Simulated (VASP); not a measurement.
Here is a VASP 6.6.1 calculation.

Contents of INCAR:

```
SYSTEM = GePbSe2
PREC = Accurate
ENCUT = 520
EDIFF = 1E-6
ISMEAR = -1
SIGMA = 0.02
LREAL = .False.
LASPH = .True.
NELM = 60
ALGO = Normal
ISIF = 2
LWAVE = .False.
LCHARG = .True.
GGA = PE
LELF = .True.
LVHAR = .True.
NBANDS = 28
```

Contents of KPOINTS:

```
Automatic mesh
0
Gamma
  8 8 8
  0 0 0
```

The input POSCAR:

```
GePbSe2
1.0
    2.0796469236      1.2006847111      6.8689716706
   -2.0796469236      1.2006847111      6.8689716706
    0.0000000000     -2.4013694223      6.8689716706
Ge Pb Se
1 1 2
Direct
    1.0000000000      0.0000000000      0.0000000000
    0.5000000000      0.5000000000      0.5000000000
    0.2586079003      0.2586079003      0.2586079003
    0.7413920997      0.7413920997      0.7413920997
```

Potentials or basis: VASP PAW PBE potentials, release 64 (Ge_d, Pb_d, Se).

Command:

```bash
$ cat potpaw_PBE.64/Ge_d/POTCAR potpaw_PBE.64/Pb_d/POTCAR potpaw_PBE.64/Se/POTCAR > POTCAR
$ mpirun -np 1 vasp_std > vasp.out
```

Q: Estimate the largest force.

A: 0.033 eV/Å.

Q: Estimate the pressure.

A: 1.1 GPa.

Forces on the atoms (eV/Å):
```
Ge   0.000  0.000  0.000
Pb   0.000  0.000  0.000
Se   0.000  0.000  0.033
Se   0.000  0.000 -0.033
```
